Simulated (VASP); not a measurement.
Ti, 1 atom in the cell. The structure is cubic, space group Im-3m (No. 229). Conventional cell: a = 3.076 Å, b = 3.076 Å, c = 3.076 Å, α = 90.00°, β = 90.00°, γ = 90.00°. Ti (site symmetry m-3m) has 14 Ti at 2.66 to 3.08 Å within 3.5 Å. This isn't the form of Ti at room conditions, which is hcp.

```yaml
Program: VASP 6.6.1
Task: single point
Functional: PBEsol
Potentials_or_basis: VASP PAW PBE potentials, release 64 (Ti_sv)
Cutoff: 520 eV
k_mesh: 22 × 22 × 22
Occupations: gaussian, width 0.15 eV
Spin: no spin polarisation
Dipole_correction: no
Further_INCAR_settings: ALGO = Fast; EDIFF = 1e-06; NBANDS = 12
```

Potentials or basis: VASP PAW PBE potentials, release 64 (Ti_sv).

The run is started by

```console
$ cat potpaw_PBE.64/Ti_sv/POTCAR > POTCAR
$ mpirun -np 1 vasp_std > vasp.out
```

Hardware: 1 thread of Intel Xeon 8259CL (shared host).

Question: Estimate the wall time of this run.

Answer: Run time: 2.9 min on 1 thread of Intel Xeon 8259CL (shared host), peak memory 0.17 GiB. Counts: scf iterations 26, k points 328.
